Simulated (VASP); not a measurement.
# Cu (P6_3/mmc) in VASP: settings compared

Aim: see how the results for Cu move with the level of theory and the settings. Levels: PBEsol, LDA, BLYP. Tasks: single point.

Everything below comes from runs of VASP 6.6.1. Logs are shortened: lines on timing, memory, paths and dates and some standing lists are left out, and cuts for length are marked.

### Step 1. The cell of the first run

The structure is hexagonal, space group P6_3/mmc (No. 194). Conventional cell: a = 2.534 Å, b = 2.534 Å, c = 4.113 Å, α = 90.00°, β = 90.00°, γ = 120.00°. Cu (site symmetry -6m2) has 12 Cu at 2.52 to 2.53 Å within 3.3 Å.

### Step 2. Single point, PBEsol

Contents of INCAR:

```
PREC = Accurate ; ENCUT = 520
EDIFF = 1E-6 ; ISMEAR = -1
SIGMA = 0.1 ; LREAL = False
LASPH = True ; NELM = 100
ALGO = Normal ; ISIF = 2
LWAVE = False ; LCHARG = True
GGA = PS ; LELF = True
LVHAR = True ; NBANDS = 18
```

Contents of KPOINTS:

```
Automatic mesh
0
Gamma
  12 12 7
```

Contents of POSCAR:

```
Cu
1.0
    2.5340966700      0.0000000000      0.0000000000
   -1.2670483300      2.1945920900      0.0000000000
    0.0000000000      0.0000000000      4.1125710000
Cu
2
Direct
    0.3333333333      0.6666666667      0.2500000000
    0.6666666667      0.3333333333      0.7500000000
```

Potentials or basis: VASP PAW PBE potentials, release 64 (Cu).

Command:

```
cat potpaw_PBE.64/Cu/POTCAR > POTCAR
mpirun -np 1 vasp_std > vasp.out
```

OUTCAR:

```text
PREC = Accurate
   ENCUT = 520
   EDIFF = 1E-6
   ISMEAR = -1
   LREAL = False
   LASPH = True
   NELM = 100
   ISIF = 2
   GGA = PS

 ion  position               nearest neighbor table
   1  0.333  0.667  0.250-   2 2.52   2 2.52   2 2.52   2 2.52   2 2.52   2 2.52
   2  0.667  0.333  0.750-   1 2.52   1 2.52   1 2.52   1 2.52   1 2.52   1 2.52

  LATTYP: Found a hexagonal cell.
 ALAT       =     2.5340966700
 C/A-ratio  =     1.6228942837

  Lattice vectors:

 A1 = (   2.5340966700,   0.0000000000,   0.0000000000)
 A2 = (  -1.2670483300,   2.1945920900,   0.0000000000)
 A3 = (   0.0000000000,   0.0000000000,   4.1125710000)

Analysis of symmetry for initial positions (statically):
=====================================================================
 Subroutine PRICEL returns:
 Original cell was already a primitive cell.

 Routine SETGRP: Setting up the symmetry group for a
 hexagonal supercell.

 Subroutine GETGRP returns: Found 24 space group operations
 (whereof 12 operations were pure point group operations)
 out of a pool of 24 trial point group operations.

The static configuration has the point symmetry D_3d.
 The point group associated with its full space group is D_6h.

Analysis of symmetry for dynamics (positions and initial velocities):
=====================================================================
 Subroutine PRICEL returns:
 Original cell was already a primitive cell.

 Routine SETGRP: Setting up the symmetry group for a
 hexagonal supercell.

 Subroutine GETGRP returns: Found 24 space group operations
 (whereof 12 operations were pure point group operations)
 out of a pool of 24 trial point group operations.

The dynamic configuration has the point symmetry D_3d.
 The point group associated with its full space group is D_6h.

 Subroutine INISYM returns: Found 24 space group operations
 (whereof 12 operations are pure point group operations),
 and found     1 'primitive' translations

----------------------------------------------------------------------------------------

                                     Primitive cell

  volume of cell :      22.8713

  direct lattice vectors                    reciprocal lattice vectors
     2.534096670  0.000000000  0.000000000     0.394617937  0.227832771  0.000000000
    -1.267048330  2.194592090  0.000000000     0.000000000  0.455665545  0.000000000
     0.000000000  0.000000000  4.112571000     0.000000000  0.000000000  0.243156896

  length of vectors
     2.534096670  2.534096666  4.112571000     0.455665544  0.455665545  0.243156896

  position of ions in fractional coordinates (direct lattice)
     0.333333333  0.666666667  0.250000000
     0.666666667  0.333333333  0.750000000

  ion indices of the primitive-cell ions
   primitive index   ion index
                 1           1
                 2           2

----------------------------------------------------------------------------------------

 KPOINTS: Automatic mesh

Automatic generation of k-mesh.
 Grid dimensions read from file:
 generate k-points for:   12   12    7

 Generating k-lattice:

  Cartesian coordinates                     Fractional coordinates (reciprocal lattice)
     0.032884828  0.018986064  0.000000000     0.083333333  0.000000000  0.000000000
     0.000000000  0.037972129  0.000000000     0.000000000  0.083333333  0.000000000
     0.000000000  0.000000000  0.034736699     0.000000000  0.000000000  0.142857143

  Length of vectors
     0.037972129  0.037972129  0.034736699

  Shift w.r.t. Gamma in fractional coordinates (k-lattice)
     0.000000000  0.000000000  0.000000000

 Subroutine IBZKPT returns following result:
 ===========================================

 Found     76 irreducible k-points:

 Following reciprocal coordinates:
            Coordinates               Weight
  0.000000  0.000000  0.000000      1.000000
  0.083333  0.000000  0.000000      6.000000
  0.166667  0.000000  0.000000      6.000000
  0.250000  0.000000  0.000000      6.000000
  0.333333  0.000000  0.000000      6.000000
  0.416667  0.000000  0.000000      6.000000
[... 16 lines left out ...]
  0.250000  0.000000  0.142857     12.000000
  0.333333  0.000000  0.142857     12.000000
 [... further k-points ...]
   k-points           NKPTS =     76   k-points in BZ     NKDIM =     76   number of bands    NBANDS=     18
   number of dos      NEDOS =    301   number of ions     NIONS =      2
   total plane-waves  NPLWV =  12800
   dimension x,y,z NGX =    20 NGY =   20 NGZ =   32
   dimension x,y,z NGXF=    40 NGYF=   40 NGZF=   64
   ions per type =               2
   NGX,Y,Z   is equivalent  to a cutoff of  13.12, 13.12, 12.94 a.u.
   NGXF,Y,Z  is equivalent  to a cutoff of  26.24, 26.24, 25.87 a.u.
 SYSTEM =  unknown system
   PREC   = accura    normal or accurate (medium, high low for compatibility)
   ISTART =      0    job   : 0-new  1-cont  2-samecut
   ICHARG =      2    charge: 1-file 2-atom 10-const
   ISPIN  =      1    spin polarized calculation?
   LNONCOLLINEAR =      F non collinear calculations
   LSORBIT =      F    spin-orbit coupling
   LASPH  =      T    aspherical Exc in radial PAW
   ENCUT  =  520.0 eV  38.22 Ry    6.18 a.u.   4.71  4.71  7.65*2*pi/ulx,y,z
   NELM   =    100;   NELMIN=  2; NELMDL= -5     # of ELM steps
   EDIFF  = 0.1E-05   stopping-criterion for ELM
   LREAL  =      F    real-space projection
   EDIFFG = 0.1E-04   stopping-criterion for IOM
   NSW    =      0    number of steps for IOM
   IBRION =     -1    ionic relax: 0-MD 1-quasi-New 2-CG
   NFREE  =      0    steps in history (QN), initial steepest desc. (CG)
   ISIF   =      2    stress and relaxation
   ISYM   =      2    0-nonsym 1-usesym 2-fastsym
   POTIM  = 0.5000    time-step for ionic-motion
   TEBEG  =    0.0;   TEEND  =   0.0 temperature during run
   PSTRESS=    0.0 pullay stress
   NELECT =      22.0000    total number of electrons
   NUPDOWN=      -1.0000    fix difference up-down
   EMIN   =  10.00;   EMAX   =-10.00  energy-range for DOS
   EFERMI =   0.00;   METHOD = LEGACY
   ISMEAR =    -1;   SIGMA  =   0.10  broadening in eV -4-tet -1-fermi 0-gaus
   EFERMI_NEDOS =   21; number of points for ismear=-14 and -15
   IALGO  =     38    algorithm
   IMIX   =      4    mixing-type and parameters
     AMIX     =   0.40;   BMIX     =  1.00
     AMIX_MAG =   1.60;   BMIX_MAG =  1.00
  volume/ion in A,a.u.               =      11.44        77.17
  Fermi-wavevector in a.u.,A,eV,Ry     =   1.616041  3.053874 35.532800  2.611587
  Thomas-Fermi vector in A             =   2.710691
   LORBIT       =      0    0 simple, 1 ext, 2 COOP (PROOUT), +10 PAW based schemes
   GGA     = PS    functional components
   LHFCALC =     F    Hartree Fock is set to
   AEXX    =    0.0000 exact exchange contribution
   IVDW    =     0    specifies the selected vdW correction
   LEPSILON=     F    determine dielectric tensor
   LRPA    =     F    only Hartree local field effects (RPA)
 non-spin polarized calculation
  energy-cutoff  :      520.00
  volume of cell :       22.87
 maximum number of plane-waves:       634
 NGX is ok and might be reduce to    20
   NGX =  9   NGY =  9   NGZ = 15

 number of electron      21.9999979 magnetization

 Free energy of the ion-electron system (eV)
  ---------------------------------------------------
  ext. energy  EPLUGINS =         0.00000000
  ---------------------------------------------------
  free energy    TOTEN  =        -8.59818860 eV

  energy without entropy =       -8.57029900  energy(sigma->0) =       -8.58424380

 E-fermi :   7.7635     XC(G=0): -13.0968

 val. band max:        7.7388705244   @ k =   0.0833   0.0833   0.1429
 cond. band min:       7.7752766348   @ k =   0.2500   0.2500   0.2857
 fundamental gap:      0.0364061104
 Fermi energy:         7.7635041891

 k-point     1 :       0.0000    0.0000    0.0000
  band No.  band energies     occupation
      1      -1.8329      2.00000
      2       2.5379      2.00000
      3       4.6955      2.00000
      4       4.7400      2.00000
      5       4.7400      2.00000
      6       4.9646      2.00000
[... 10 lines left out ...]
     17      31.5249      0.00000
     18      31.5252      0.00000

 k-point     2 :       0.0833    0.0000    0.0000
  band No.  band energies     occupation
      1      -1.6043      2.00000
      2       2.6689      2.00000
      3       4.5561      2.00000
      4       4.8249      2.00000
      5       4.8532      2.00000
      6       4.9284      2.00000
[... 10 lines left out ...]
     17      32.5194      0.00000
     18      32.6577      0.00000

 k-point     3 :       0.1667    0.0000    0.0000
  band No.  band energies     occupation
      1      -0.9344      2.00000
      2       3.0002      2.00000
      3       4.3553      2.00000
      4       4.5347      2.00000
      5       4.7926      2.00000
      6       5.0625      2.00000
[... 10 lines left out ...]
     17      29.7971      0.00000
     18      31.6464      0.00000

 k-point     4 :       0.2500    0.0000    0.0000
  band No.  band energies     occupation
      1       0.1158      2.00000
      2       3.3044      2.00000
      3       3.9836      2.00000
      4       4.2129      2.00000
      5       4.7080      2.00000
      6       4.9081      2.00000
[... 375 lines left out ...]
      4       4.3758      2.00000
      5       4.7401      2.00000
      6       4.9423      2.00000
[... 10 lines left out ...]
     17      28.8660      0.00000
     18      30.6380      0.00000

 k-point    23 :       0.2500    0.0000    0.1429
  band No.  band energies     occupation
      1       0.2811      2.00000
      2       3.2932      2.00000
      3       3.8835      2.00000
      4       4.2428      2.00000
      5       4.6287      2.00000
      6       4.9275      2.00000
[... 10 lines left out ...]
     17      27.4322      0.00000
     18      29.5717      0.00000

 k-point    24 :       0.3333    0.0000    0.1429
  band No.  band energies     occupation
      1       1.4941      2.00000
      2       3.3087      2.00000
      3       3.5920      2.00000
      4       4.1907      2.00000
      5       4.7379      2.00000
      6       4.8178      2.00000
[... 10 lines left out ...]
     17      25.4879      0.00000
     18      27.7802      0.00000

 [... further k-points ...]
[... 5 lines left out ...]
  --------------------------------------------------------------------------------------
  -------------------------------------------------------------------------------------
  Total       -0.1401197     -0.1401197     -0.0223841     -0.0000000     -0.0000000      0.0000000
  in kB       -9.8156600     -9.8156600     -1.5680496     -0.0000000     -0.0000000      0.0000000
  external PRESSURE =      -7.0664565 kB  Pullay stress =       0.0000000 kB

 VOLUME and BASIS-vectors are now :
 -----------------------------------------------------------------------------
  energy-cutoff  :      520.00
  volume of cell :       22.87
      direct lattice vectors                 reciprocal lattice vectors
     2.534096670  0.000000000  0.000000000     0.394617937  0.227832771  0.000000000
    -1.267048330  2.194592090  0.000000000     0.000000000  0.455665545  0.000000000
     0.000000000  0.000000000  4.112571000     0.000000000  0.000000000  0.243156896

 POSITION                                       TOTAL-FORCE (eV/Angst)
 -----------------------------------------------------------------------------------
      0.00000      1.46306      1.02814        -0.000000      0.000000      0.000000
      1.26705      0.73153      3.08443         0.000000     -0.000000     -0.000000
 -----------------------------------------------------------------------------------
    total drift:                               -0.000000      0.000000     -0.000000

  FREE ENERGIE OF THE ION-ELECTRON SYSTEM (eV)
  ---------------------------------------------------
  free  energy   TOTEN  =        -8.5981886044 eV

  energy  without entropy=       -8.5702990009  energy(sigma->0) =       -8.58424380
```

It took 15 s on 1 thread of AMD EPYC 9R45 (Zen 5), shared host; peak memory 0.12 GiB.

Results:

* Free energy: -8.5982 eV
* Pressure: -0.7 GPa
* Band gap on the k mesh: zero (band 11 reaches 11.82 eV, above the bottom of band 12 at 5.89 eV)

Caveat: the PAW data sets were made with another functional, which shifts forces and pressure a little.

### Step 3. Single point, LDA

Contents of INCAR:

```
SYSTEM = Cu
  PREC = Accurate
  ENCUT = 520
  EDIFF = 1E-7
  ISMEAR = -1
  SIGMA = 0.1
  LREAL = .FALSE.
  LASPH = .TRUE.
  NELM = 80
  ALGO = Normal
  ISIF = 2
  LWAVE = .FALSE.
  LCHARG = .FALSE.
  NBANDS = 18
```

Contents of KPOINTS:

```
regular mesh
0
G
  12 12 7
  0 0 0
```

POSCAR is that of step 2.

Potentials or basis: VASP PAW LDA potentials, release 64 (Cu).

Command:

```
cat potpaw_LDA.64/Cu/POTCAR > POTCAR
mpirun -np 1 vasp_std > vasp.out
```

Wall time 14 s (1 thread of AMD EPYC 9R45 (Zen 5), shared host); peak memory 0.11 GiB.

The run converged. Its results:

- Free energy: -9.3734 eV
- Pressure: -7.0 GPa
- Band gap on the k mesh: zero (band 11 reaches 11.78 eV, above the bottom of band 12 at 5.79 eV)

Stress tensor (GPa, compression positive):
```
-7.20  0.00  0.00
 0.00 -7.20  0.00
 0.00  0.00 -6.54
```

Levels at points of the mesh, in eV from the Fermi level:
| k point | band 7 | band 8 | band 9 | band 10 | band 11 | band 12 | band 13 | band 14 | band 15 | band 16 |
| --- | --- | --- | --- | --- | --- | --- | --- | --- | --- | --- |
| (0.00, 0.00, 0.00) | -2.85 | -2.57 | -2.57 | -1.76 | -1.76 | -0.98 | 4.01 | 21.68 | 22.00 | 22.00 |
| (0.50, 0.00, 0.00) | -2.80 | -1.67 | -1.61 | -1.57 | 0.02 | 1.61 | 7.95 | 8.34 | 11.01 | 11.33 |

### Step 4. Single point, BLYP

Contents of INCAR:

```
  PREC = Accurate
  ENCUT = 520
  EDIFF = 1E-6
  ISMEAR = -1
  SIGMA = 0.1
  LREAL = False
  LASPH = True
  NELM = 60
  ALGO = Normal
  ISIF = 2
  LWAVE = False
  LCHARG = False
  GGA = B5
  ALDAX = 1.0
  AGGAX = 1.0
  AGGAC = 1.0
  ALDAC = 0.0
  NBANDS = 18
```

Contents of KPOINTS:

```
regular mesh
0
Gamma
  12 12 7
```

POSCAR is that of step 3.

Potentials or basis: VASP PAW PBE potentials, release 64 (Cu).

Command:

```
cat potpaw_PBE.64/Cu/POTCAR > POTCAR
mpirun -np 1 vasp_std > vasp.out
```

It took 19 s on 1 thread of AMD EPYC 9R45 (Zen 5), shared host; peak memory 0.12 GiB.

It converged, with:

```yaml
Free_energy: -5.8218 eV
Pressure: 16.9 GPa
Band_gap_on_the_k_mesh: zero (band 11 reaches 12.60 eV, above the bottom of band 12 at 6.46 eV)
```

Stress tensor (GPa, compression positive):
```
16.73  0.00  0.00
 0.00 16.73  0.00
 0.00  0.00 17.35
```

Levels at points of the mesh, in eV from the Fermi level:
```
           k point  band 7  band 8  band 9  band 10  band 11  band 12  band 13  band 14  band 15  band 16
(0.00, 0.00, 0.00)   -2.93   -2.66   -2.66    -1.86    -1.86    -0.85     3.96    21.93    21.97    21.97
(0.50, 0.00, 0.00)   -2.88   -1.76   -1.70    -1.66     0.03     1.60     8.01     8.34    11.15    11.28
```

Caveat: the PAW data sets were made with another functional, which shifts forces and pressure a little.

### Step 5. The runs side by side

```tsv
level	potentials or basis	gap on the mesh (eV)	pressure (GPa)
PBEsol	VASP PAW PBE potentials, release 64 (Cu)	none	-0.7
LDA	VASP PAW LDA potentials, release 64 (Cu)	none	-7.0
BLYP	VASP PAW PBE potentials, release 64 (Cu)	none	16.9
```

Alike in all rows: task single point; no spin polarisation; cell as given; k mesh 12 × 12 × 7; cutoff (eV) 520; smearing fermi-dirac 0.1 eV.

Caveats: the PAW data sets were made with another functional, which shifts forces and pressure a little (some runs).

Total energies depend on the potentials used, so only differences within one code and one set of settings carry meaning.
